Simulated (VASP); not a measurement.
Here is a VASP 6.6.1 calculation.

INCAR

```
SYSTEM = KMgF3
  PREC = Accurate
  ENCUT = 600
  EDIFF = 1E-6
  ISMEAR = 0
  SIGMA = 0.02
  LREAL = .False.
  LASPH = .True.
  NELM = 120
  ALGO = Normal
  ISIF = 2
  LWAVE = .False.
  LCHARG = .True.
  GGA = PS
  LELF = .True.
  LVHAR = .True.
  NBANDS = 24
  GGA_COMPAT = .False.
```

KPOINTS

```
Automatic mesh
0
Gamma
  6 6 6
  0 0 0
```

The input POSCAR:

```
KMgF3
1.0
    3.9912537783      0.0000000000      0.0000000000
    0.0000000000      3.9912537783      0.0000000000
    0.0000000000      0.0000000000      3.9912537783
K Mg F
1 1 3
Direct
    0.5000000000      0.5000000000      0.5000000000
    0.0000000000      0.0000000000      0.0000000000
    0.0000000000      0.5000000000      0.0000000000
    0.0000000000      0.0000000000      0.5000000000
    0.5000000000      0.0000000000      0.0000000000
```

Potentials or basis: VASP PAW PBE potentials, release 64 (K_sv, Mg, F).

Run with:

```console
$ cat potpaw_PBE.64/K_sv/POTCAR potpaw_PBE.64/Mg/POTCAR potpaw_PBE.64/F/POTCAR > POTCAR
$ mpirun -np 1 vasp_std > vasp.out
```

(1) What does it give for the pressure?

(2) Estimate the band gap on the k mesh.

Answers

(1) -0.5 GPa.

(2) 7.09 eV (least direct gap 7.42 eV).

Caveat: the PAW data sets were made with another functional, which shifts forces and pressure a little.
